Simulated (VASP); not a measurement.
Runs of VASP 6.6.1 on GaN. The structure is that of space group F-43m (No. 216), or close to it. The cells are those of the table. 

```csv
cell,gap on the mesh (eV),pressure (GPa)
"a = 3.249 Å, angles 60.0°, 2 atoms",1.31,-10.6
"a = 3.166 Å, angles 60.0°, 2 atoms",1.81,(b)
"a = 3.208 Å, angles 60.0°, 2 atoms",1.56,-4.8
"a = 3.144 Å, angles 60.0°, 2 atoms",1.94,6.8
"a = 3.229 Å, angles 60.0°, 2 atoms",1.43,-7.9
"a = 3.122 Å, angles 60.0°, 2 atoms",2.08,11.6
"a = 3.187 Å, angles 60.0°, 2 atoms",(c),(a)
```

Alike in all rows: task single point; level PBEsol; potentials or basis VASP PAW PBE potentials, release 64 (Ga_d, N); no spin polarisation; k mesh 7 × 7 × 7; cutoff (eV) 520; smearing gaussian 0.01 eV.

Task: Fill in the values left out.

Result: (a) -1.3; (b) 2.5; (c) 1.68.

Caveats: the PAW data sets were made with another functional, which shifts forces and pressure a little.

A k mesh can miss the band edges, and the runs leave out spin-orbit coupling on Ga.
